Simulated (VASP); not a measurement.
Here is a VASP 6.6.1 calculation.

INCAR

```
PREC = Accurate
ENCUT = 520
EDIFF = 1E-6
ISMEAR = 0
SIGMA = 0.01
LREAL = F
LASPH = T
NELM = 80
ALGO = Normal
ISIF = 2
LWAVE = F
LCHARG = T
LELF = T
LVHAR = T
NBANDS = 28
```

KPOINTS

```
Automatic mesh
0
Gamma
  5 5 4
```

The input POSCAR:

```
SnO
1.0
    3.8485873114      0.0000000000      0.0000000000
    0.0000000000      3.8485873114      0.0000000000
    0.0000000000      0.0000000000      4.9045020420
Sn O
2 2
Direct
    0.5000000000      0.0000000000      0.2369000000
    0.0000000000      0.5000000000      0.7631000000
    0.0000000000      0.0000000000      0.0000000000
    0.5000000000      0.5000000000      0.0000000000
```

Potentials or basis: VASP PAW LDA potentials, release 64 (Sn_d, O).

Command:

```console
$ cat potpaw_LDA.64/Sn_d/POTCAR potpaw_LDA.64/O/POTCAR > POTCAR
$ mpirun -np 1 vasp_std > vasp.out
```

Problem. What does it give for the largest force?

Solution. 0.524 eV/Å.

Problem. What does it give for the pressure?

Solution. -5.3 GPa.

Problem. Estimate the band gap on the k mesh.

Solution. 0.67 eV, indirect (least direct gap 2.02 eV).

Forces in eV/Å, atoms in the order of the input:
```
Sn   0.000  0.000 -0.524
Sn   0.000  0.000  0.524
O    0.000  0.000  0.000
O    0.000  0.000  0.000
```

Caveat: spin-orbit coupling is left out, which moves the levels of the heavy elements. A k mesh can miss the band edges.
